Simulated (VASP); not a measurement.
**HPt16: single point with PBE**

System: HPt16, a slab with vacuum.

```xyz
17
Lattice="5.5494 0.0000 0.0000 2.7747 4.8059 0.0000 0.0000 0.0000 19.7966" Properties=species:S:1:pos:R:3 pbc="T T T"
Pt    0.0000    0.0000    6.5000
Pt    2.7747    0.0000    6.5000
Pt    1.3873    2.4029    6.5000
Pt    4.1620    2.4029    6.5000
Pt    1.3873    0.8010    8.7655
Pt    4.1620    0.8010    8.7655
Pt    2.7747    3.2039    8.7655
Pt    5.5494    3.2039    8.7655
Pt    5.5494    1.6020   11.0310
Pt    2.7747    1.6020   11.0310
Pt    6.9367    4.0049   11.0310
Pt    4.1620    4.0049   11.0310
Pt    0.0000    0.0000   13.2966
Pt    2.7747    0.0000   13.2966
Pt    1.3873    2.4029   13.2966
Pt    4.1620    2.4029   13.2966
H     2.7747    1.6020   14.1466
```

| Property | Result |
| --- | --- |
| Program | VASP 6.6.1 |
| Task | single point |
| Functional | PBE |
| Potentials or basis | VASP PAW PBE potentials, release 64 (Pt, H) |
| Cutoff | 400 eV |
| k mesh | 6 × 6 × 1 |
| Occupations | gaussian, width 0.1 eV |
| Spin | no spin polarisation |
| Dipole correction | no |
| Further INCAR settings | ALGO = Normal; EDIFF = 1e-06; NBANDS = 94; NELMDL = -8 |

* Largest force: 0.888 eV/Å
* Band gap on the k mesh: zero (an odd number of electrons rules out a gap without spin polarisation)

Forces in eV/Å, atoms in the order of the input:
```
Pt   0.000  0.000 -0.430
Pt   0.000 -0.020 -0.434
Pt  -0.017  0.010 -0.434
Pt   0.017  0.010 -0.434
Pt   0.021  0.012  0.142
Pt  -0.021  0.012  0.142
Pt   0.000 -0.024  0.142
Pt   0.000  0.000  0.251
Pt   0.000 -0.009 -0.273
Pt   0.000  0.000 -0.511
Pt   0.008  0.005 -0.273
Pt  -0.008  0.005 -0.273
Pt   0.000  0.000  0.195
Pt   0.000 -0.684  0.567
Pt  -0.592  0.342  0.567
Pt   0.592  0.342  0.567
H    0.000  0.000  0.490
```

Levels at points of the mesh, in eV from the Fermi level:
| k point | band 78 | band 79 | band 80 | band 81 | band 82 | band 83 |
| --- | --- | --- | --- | --- | --- | --- |
| (0.00, 0.00, 0.00) | 0.25 | 0.26 | 0.39 | 0.44 | 0.44 | 0.58 |
| (0.50, 0.00, 0.00) | -0.37 | 0.02 | 0.02 | 0.02 | 0.05 | 0.09 |

Wall time 21 min on 1 thread of Oxide Virtual Turin-like Processor, with other jobs on the host, peak memory 0.5 GiB.

Caveat: there is no dipole correction, which matters where the two faces differ; spin-orbit coupling is left out, which moves the levels of the heavy elements.
